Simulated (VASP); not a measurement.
# AlN (P6_3mc) in VASP: notebook

AlN is run at these levels: r2SCAN; tasks: single point.

Everything below comes from runs of VASP 6.6.1. Logs are shortened: lines on timing, memory, paths and dates and some standing lists are left out, and cuts for length are marked.

### Step 1. The cell of the first run

Symmetry: P6_3mc, No. 186, hexagonal system. The conventional cell has a = 3.246 Å, b = 3.246 Å, c = 4.835 Å, α = 90.00°, β = 90.00°, γ = 120.00°. Within 2.5 Å of Al (site symmetry 3m) lie 4 N at 1.91 to 1.94 Å. N (site symmetry 3m) has 4 Al at 1.91 to 1.94 Å within 2.5 Å.

### Step 2. Single point, r2SCAN (biaxial strain in the a-b plane: +4.5 %, then relaxed in part)

Contents of POSCAR:

```
AlN
1.0
    3.2464984212      0.0000000000      0.0000000000
   -1.6232492106      2.8115501061      0.0000000000
    0.0000000000      0.0000000000      4.8354964332
Al N
2 2
Direct
    0.6666666667      0.3333333333      0.4926978194
    0.3333333333      0.6666666667      0.9926978194
    0.6666666667      0.3333333333      0.8873021806
    0.3333333333      0.6666666667      0.3873021806
```

Contents of INCAR.step1:

```
  ALGO = Normal
  EDIFF = 1E-4
  ENCUT = 520
  GGA = PE
  ISMEAR = 0
  LASPH = True
  LCHARG = False
  LREAL = False
  LWAVE = True
  NBANDS = 16
  NELM = 60
  PREC = Accurate
  SIGMA = 0.02
```

Contents of INCAR.step2:

```
  ALGO = Normal
  EDIFF = 1E-6
  ENCUT = 520
  ISIF = 2
  ISMEAR = 0
  ISTART = 1
  LASPH = True
  LCHARG = True
  LELF = True
  LMIXTAU = True
  LREAL = False
  LVHAR = True
  LWAVE = False
  METAGGA = R2SCAN
  NBANDS = 16
  NELM = 60
  PREC = Accurate
  SIGMA = 0.02
```

Contents of KPOINTS:

```
k-points
0
Gamma
  12 12 6
```

Potentials or basis: VASP PAW PBE potentials, release 64 (Al, N).

The run is started by

```console
$ cat potpaw_PBE.64/Al/POTCAR potpaw_PBE.64/N/POTCAR > POTCAR
$ cp INCAR.step1 INCAR
$ mpirun -np 1 vasp_std > vasp.out
$ cp INCAR.step2 INCAR
$ mpirun -np 1 vasp_std > vasp.out
```

OUTCAR:

```text
EDIFF = 1E-6
   ENCUT = 520
   ISIF = 2
   ISMEAR = 0
   ISTART = 1
   LASPH = True
   LREAL = False
   METAGGA = R2SCAN
   NELM = 60
   PREC = Accurate

 ion  position               nearest neighbor table
   1  0.667  0.333  0.493-   3 1.91   4 1.94   4 1.94   4 1.94   2 3.06   2 3.06   2 3.06   2 3.06
                             2 3.06   2 3.06
   2  0.333  0.667  0.993-   4 1.91   3 1.94   3 1.94   3 1.94   1 3.06   1 3.06   1 3.06   1 3.06
                             1 3.06   1 3.06
   3  0.667  0.333  0.887-   1 1.91   2 1.94   2 1.94   2 1.94
   4  0.333  0.667  0.387-   2 1.91   1 1.94   1 1.94   1 1.94

  LATTYP: Found a hexagonal cell.
 ALAT       =     3.2464984212
 C/A-ratio  =     1.4894498028

  Lattice vectors:

 A1 = (   3.2464984212,   0.0000000000,   0.0000000000)
 A2 = (  -1.6232492106,   2.8115501061,   0.0000000000)
 A3 = (   0.0000000000,   0.0000000000,   4.8354964332)

Analysis of symmetry for initial positions (statically):
=====================================================================
 Subroutine PRICEL returns:
 Original cell was already a primitive cell.

 Routine SETGRP: Setting up the symmetry group for a
 hexagonal supercell.

 Subroutine GETGRP returns: Found 12 space group operations
 (whereof  6 operations were pure point group operations)
 out of a pool of 24 trial point group operations.

The static configuration has the point symmetry C_3v.
 The point group associated with its full space group is C_6v.

Analysis of symmetry for dynamics (positions and initial velocities):
=====================================================================
 Subroutine PRICEL returns:
 Original cell was already a primitive cell.

 Routine SETGRP: Setting up the symmetry group for a
 hexagonal supercell.

 Subroutine GETGRP returns: Found 12 space group operations
 (whereof  6 operations were pure point group operations)
 out of a pool of 24 trial point group operations.

The dynamic configuration has the point symmetry C_3v.
 The point group associated with its full space group is C_6v.

 Subroutine INISYM returns: Found 12 space group operations
 (whereof  6 operations are pure point group operations),
 and found     1 'primitive' translations

----------------------------------------------------------------------------------------

                                     Primitive cell

  volume of cell :      44.1369

  direct lattice vectors                    reciprocal lattice vectors
     3.246498421  0.000000000  0.000000000     0.308024176  0.177837841  0.000000000
    -1.623249211  2.811550106  0.000000000     0.000000000  0.355675681  0.000000000
     0.000000000  0.000000000  4.835496433     0.000000000  0.000000000  0.206803999

  length of vectors
     3.246498421  3.246498421  4.835496433     0.355675681  0.355675681  0.206803999

  position of ions in fractional coordinates (direct lattice)
     0.666666667  0.333333333  0.492697819
     0.333333333  0.666666667  0.992697819
     0.666666667  0.333333333  0.887302181
     0.333333333  0.666666667  0.387302181

  ion indices of the primitive-cell ions
   primitive index   ion index
                 1           1
                 2           2
                 3           3
                 4           4

----------------------------------------------------------------------------------------

 KPOINTS: k-points

Automatic generation of k-mesh.
 Grid dimensions read from file:
 generate k-points for:   12   12    6

 Generating k-lattice:

  Cartesian coordinates                     Fractional coordinates (reciprocal lattice)
     0.025668681  0.014819820  0.000000000     0.083333333  0.000000000  0.000000000
     0.000000000  0.029639640  0.000000000     0.000000000  0.083333333  0.000000000
     0.000000000  0.000000000  0.034467333     0.000000000  0.000000000  0.166666667

  Length of vectors
     0.029639640  0.029639640  0.034467333

  Shift w.r.t. Gamma in fractional coordinates (k-lattice)
     0.000000000  0.000000000  0.000000000

 Subroutine IBZKPT returns following result:
 ===========================================

 Found     76 irreducible k-points:

 Following reciprocal coordinates:
            Coordinates               Weight
  0.000000  0.000000  0.000000      1.000000
  0.083333  0.000000  0.000000      6.000000
  0.166667  0.000000  0.000000      6.000000
  0.250000 -0.000000  0.000000      6.000000
  0.333333  0.000000  0.000000      6.000000
  0.416667  0.000000  0.000000      6.000000
[... 16 lines left out ...]
  0.250000 -0.000000  0.166667     12.000000
  0.333333  0.000000  0.166667     12.000000
 [... further k-points ...]
   k-points           NKPTS =     76   k-points in BZ     NKDIM =     76   number of bands    NBANDS=     16
   number of dos      NEDOS =    301   number of ions     NIONS =      4
   total plane-waves  NPLWV =  20736
   dimension x,y,z NGX =    24 NGY =   24 NGZ =   36
   dimension x,y,z NGXF=    48 NGYF=   48 NGZF=   72
   ions per type =               2   2
   NGX,Y,Z   is equivalent  to a cutoff of  12.29, 12.29, 12.38 a.u.
   NGXF,Y,Z  is equivalent  to a cutoff of  24.58, 24.58, 24.75 a.u.
 SYSTEM =  unknown system
   PREC   = accura    normal or accurate (medium, high low for compatibility)
   ISTART =      1    job   : 0-new  1-cont  2-samecut
   ICHARG =      0    charge: 1-file 2-atom 10-const
   ISPIN  =      1    spin polarized calculation?
   LNONCOLLINEAR =      F non collinear calculations
   LSORBIT =      F    spin-orbit coupling
   LASPH  =      T    aspherical Exc in radial PAW
   ENCUT  =  520.0 eV  38.22 Ry    6.18 a.u.   6.04  6.04  8.99*2*pi/ulx,y,z
   NELM   =     60;   NELMIN=  2; NELMDL=  0     # of ELM steps
   EDIFF  = 0.1E-05   stopping-criterion for ELM
   LREAL  =      F    real-space projection
   EDIFFG = 0.1E-04   stopping-criterion for IOM
   NSW    =      0    number of steps for IOM
   IBRION =     -1    ionic relax: 0-MD 1-quasi-New 2-CG
   NFREE  =      0    steps in history (QN), initial steepest desc. (CG)
   ISIF   =      2    stress and relaxation
   ISYM   =      2    0-nonsym 1-usesym 2-fastsym
   POTIM  = 0.5000    time-step for ionic-motion
   TEBEG  =    0.0;   TEEND  =   0.0 temperature during run
   PSTRESS=    0.0 pullay stress
   NELECT =      16.0000    total number of electrons
   NUPDOWN=      -1.0000    fix difference up-down
   EMIN   =  10.00;   EMAX   =-10.00  energy-range for DOS
   EFERMI =   0.00;   METHOD = LEGACY
   ISMEAR =     0;   SIGMA  =   0.02  broadening in eV -4-tet -1-fermi 0-gaus
   EFERMI_NEDOS =   21; number of points for ismear=-14 and -15
   IALGO  =     38    algorithm
   IMIX   =      4    mixing-type and parameters
     AMIX     =   0.40;   BMIX     =  1.00
     AMIX_MAG =   1.60;   BMIX_MAG =  1.00
  volume/ion in A,a.u.               =      11.03        74.46
  Fermi-wavevector in a.u.,A,eV,Ry     =   1.167295  2.205869 18.539008  1.362579
  Thomas-Fermi vector in A             =   2.303797
   LORBIT       =      0    0 simple, 1 ext, 2 COOP (PROOUT), +10 PAW based schemes
   METAGGA = R2SCAN    functional components
   LHFCALC =     F    Hartree Fock is set to
   AEXX    =    0.0000 exact exchange contribution
   IVDW    =     0    specifies the selected vdW correction
   LEPSILON=     F    determine dielectric tensor
   LRPA    =     F    only Hartree local field effects (RPA)
 non-spin polarized calculation
 Gauss-broadening in eV      SIGMA  =   0.02
  energy-cutoff  :      520.00
  volume of cell :       44.14
 maximum number of plane-waves:      1206
   NGX = 13   NGY = 13   NGZ = 17

 number of electron      16.0000002 magnetization

 Free energy of the ion-electron system (eV)
  ---------------------------------------------------
  ext. energy  EPLUGINS =         0.00000000
  ---------------------------------------------------
  free energy    TOTEN  =       -38.22231806 eV

  energy without entropy =      -38.22231806  energy(sigma->0) =      -38.22231806

 E-fermi :   5.8926     XC(G=0): -11.1576

 val. band max:        5.7702919920   @ k =   0.0000   0.0000   0.0000
 cond. band min:       9.7532327294   @ k =   0.0000   0.0000   0.0000
 fundamental gap:      3.9829407374
 Fermi energy:         5.8925738050

 k-point     1 :       0.0000    0.0000    0.0000
  band No.  band energies     occupation
      1     -10.2596      2.00000
      2      -8.0101      2.00000
      3      -0.1827      2.00000
      4       4.1834      2.00000
      5       4.1834      2.00000
      6       5.0586      2.00000
[... 8 lines left out ...]
     15      18.5209      0.00000
     16      19.8959      0.00000

 k-point     2 :       0.0833    0.0000    0.0000
  band No.  band energies     occupation
      1     -10.1813      2.00000
      2      -7.9765      2.00000
      3      -0.0870      2.00000
      4       3.8184      2.00000
      5       4.0717      2.00000
      6       4.6779      2.00000
[... 8 lines left out ...]
     15      18.6573      0.00000
     16      19.0218      0.00000

 k-point     3 :       0.1667    0.0000    0.0000
  band No.  band energies     occupation
      1      -9.9541      2.00000
      2      -7.8885      2.00000
      3       0.1948      2.00000
      4       2.9243      2.00000
      5       3.8073      2.00000
      6       3.8728      2.00000
[... 8 lines left out ...]
     15      18.3596      0.00000
     16      18.3942      0.00000

 k-point     4 :       0.2500   -0.0000    0.0000
  band No.  band energies     occupation
      1      -9.6021      2.00000
      2      -7.7844      2.00000
      3       0.6450      2.00000
      4       1.8791      2.00000
      5       3.0062      2.00000
      6       3.5032      2.00000
[... 8 lines left out ...]
     15      18.2546      0.00000
     16      18.4821      0.00000

 k-point     5 :       0.3333    0.0000    0.0000
  band No.  band energies     occupation
      1      -9.1736      2.00000
      2      -7.7239      2.00000
      3       0.9633      2.00000
      4       1.2255      2.00000
      5       2.2511      2.00000
      6       3.2394      2.00000
[... 8 lines left out ...]
     15      18.3177      0.00000
     16      19.6852      0.00000

 k-point     6 :       0.4167    0.0000    0.0000
  band No.  band energies     occupation
      1      -8.7593      2.00000
      2      -7.7571      2.00000
      3       0.3516      2.00000
      4       1.7178      2.00000
      5       1.8518      2.00000
      6       3.0643      2.00000
[... 8 lines left out ...]
     15      18.4559      0.00000
     16      20.7065      0.00000
[... 267 lines left out ...]
 k-point    21 :       0.0833    0.0000    0.1667
  band No.  band energies     occupation
      1     -10.0690      2.00000
      2      -8.1814      2.00000
      3       0.2570      2.00000
      4       3.8925      2.00000
      5       4.1320      2.00000
      6       4.4447      2.00000
[... 8 lines left out ...]
     15      18.2266      0.00000
     16      18.6518      0.00000

 k-point    22 :       0.1667    0.0000    0.1667
  band No.  band energies     occupation
      1      -9.8462      2.00000
      2      -8.0738      2.00000
      3       0.4602      2.00000
      4       3.0428      2.00000
      5       3.6304      2.00000
      6       3.8784      2.00000
[... 8 lines left out ...]
     15      18.2863      0.00000
     16      18.4440      0.00000

 k-point    23 :       0.2500   -0.0000    0.1667
  band No.  band energies     occupation
      1      -9.5025      2.00000
      2      -7.9370      2.00000
      3       0.6834      2.00000
      4       2.1363      2.00000
      5       2.8093      2.00000
      6       3.5841      2.00000
[... 8 lines left out ...]
     15      18.3454      0.00000
     16      18.6999      0.00000

 k-point    24 :       0.3333    0.0000    0.1667
  band No.  band energies     occupation
      1      -9.0872      2.00000
      2      -7.8325      2.00000
      3       0.5469      2.00000
      4       1.6284      2.00000
      5       2.2801      2.00000
      6       3.3273      2.00000
[... 8 lines left out ...]
     15      18.4768      0.00000
     16      19.6724      0.00000

 [... further k-points ...]
[... 5 lines left out ...]
  --------------------------------------------------------------------------------------
  -------------------------------------------------------------------------------------
  Total       -5.1100564     -5.1100564     -0.0726511      0.0000000     -0.0000000     -0.0000000
  in kB     -185.4958457   -185.4958457     -2.6372456      0.0000000     -0.0000000     -0.0000000
  external PRESSURE =    -124.5429790 kB  Pullay stress =       0.0000000 kB

 VOLUME and BASIS-vectors are now :
 -----------------------------------------------------------------------------
  energy-cutoff  :      520.00
  volume of cell :       44.14
      direct lattice vectors                 reciprocal lattice vectors
     3.246498421  0.000000000  0.000000000     0.308024176  0.177837841  0.000000000
    -1.623249211  2.811550106  0.000000000     0.000000000  0.355675681  0.000000000
     0.000000000  0.000000000  4.835496433     0.000000000  0.000000000  0.206803999

 POSITION                                       TOTAL-FORCE (eV/Angst)
 -----------------------------------------------------------------------------------
      1.62325      0.93718      2.38244         0.000000     -0.000000     -0.002550
     -0.00000      1.87437      4.80019        -0.000000     -0.000000     -0.002550
      1.62325      0.93718      4.29055         0.000000      0.000000      0.002550
     -0.00000      1.87437      1.87280        -0.000000     -0.000000      0.002550
 -----------------------------------------------------------------------------------
    total drift:                               -0.000000      0.000000     -0.001517

  FREE ENERGIE OF THE ION-ELECTRON SYSTEM (eV)
  ---------------------------------------------------
  free  energy   TOTEN  =       -38.2223180647 eV

  energy  without entropy=      -38.2223180647  energy(sigma->0) =      -38.22231806
```

Wall time 56 s (1 thread of Intel Xeon 6975P-C (Granite Rapids), shared host); peak memory 0.18 GiB.

Results:

| Quantity | Value |
| --- | --- |
| Free energy | -38.2223 eV |
| Pressure | -12.5 GPa |
| Band gap on the k mesh | 3.98 eV, direct |

Forces in eV/Å, atoms in the order of the input:
```
Al   0.000  0.000 -0.003
Al   0.000  0.000 -0.003
N    0.000  0.000  0.003
N    0.000  0.000  0.003
```

Levels at points of the mesh, in eV from the valence-band top:
```tsv
k point	band 5	band 6	band 7	band 8	band 9	band 10	band 11	band 12
(0.00, 0.00, 0.00)	-1.59	-0.71	-0.71	0.00	3.98	6.00	10.54	10.54
(0.50, 0.00, 0.00)	-3.59	-2.77	-1.96	-1.04	5.60	6.46	8.11	10.40
(0.00, 0.00, 0.50)	-1.16	-1.16	-1.16	-1.16	6.14	6.14	10.74	10.74
(0.50, 0.00, 0.50)	-2.01	-2.01	-1.44	-1.44	5.60	5.60	9.47	9.47
```

Caveat: the cell differs from its parent crystal (biaxial strain in the a-b plane: +4.5 %, then relaxed in part); the PAW data sets were made with another functional, which shifts forces and pressure a little. A k mesh can miss the band edges.

### Step 3. Single point, r2SCAN

POSCAR is that of step 2.

Contents of INCAR.step1:

```
SYSTEM = AlN
PREC = Accurate ; ENCUT = 520
ISMEAR = 0 ; SIGMA = 0.02
LREAL = .False. ; LASPH = .True.
NELM = 60 ; NBANDS = 16
GGA = PE ; ALGO = Normal
EDIFF = 1E-4 ; LWAVE = .True.
LCHARG = .False.
```

Contents of INCAR.step2:

```
SYSTEM = AlN
PREC = Accurate ; ENCUT = 520
EDIFF = 1E-7 ; ISMEAR = 0
SIGMA = 0.02 ; LREAL = .False.
LASPH = .True. ; NELM = 60
ALGO = Normal ; ISIF = 2
LWAVE = .False. ; LCHARG = .False.
METAGGA = R2SCAN ; LMIXTAU = .True.
NBANDS = 16 ; ISTART = 1
```

Contents of KPOINTS:

```
regular mesh
0
Gamma
  12 12 6
  0 0 0
```

Potentials or basis: VASP PAW PBE potentials, release 64 (Al, N).

The run is started by

```console
$ cat potpaw_PBE.64/Al/POTCAR potpaw_PBE.64/N/POTCAR > POTCAR
$ cp INCAR.step1 INCAR
$ mpirun -np 1 vasp_std > vasp.out
$ cp INCAR.step2 INCAR
$ mpirun -np 1 vasp_std > vasp.out
```

Run time: 59 s. Hardware: 1 thread of Intel Xeon 6975P-C (Granite Rapids), shared host; peak memory 0.18 GiB.

Results (log left out):

```yaml
Free_energy: -38.2223 eV
Pressure: -12.5 GPa
Band_gap_on_the_k_mesh: 3.98 eV, direct
```

Forces in eV/Å, atoms in the order of the input:
```
Al   0.000  0.000 -0.003
Al   0.000  0.000 -0.003
N    0.000  0.000  0.003
N    0.000  0.000  0.003
```

Stress tensor (GPa, compression positive):
```
-18.55   0.00   0.00
  0.00 -18.55   0.00
  0.00   0.00  -0.26
```

Levels at points of the mesh, in eV from the valence-band top:
```tsv
k point	band 6	band 7	band 8	band 9	band 10	band 11
(0.00, 0.00, 0.00)	-0.71	-0.71	0.00	3.98	6.00	10.54
(0.50, 0.00, 0.00)	-2.77	-1.96	-1.04	5.60	6.46	8.11
(0.00, 0.00, 0.50)	-1.16	-1.16	-1.16	6.14	6.14	10.74
(0.50, 0.00, 0.50)	-2.01	-1.44	-1.44	5.60	5.60	9.47
```

Caveat: the PAW data sets were made with another functional, which shifts forces and pressure a little. r2SCAN opens gaps a little over a GGA but as a rule still falls short of measured ones.

(Part 1 of 2 ends here.)
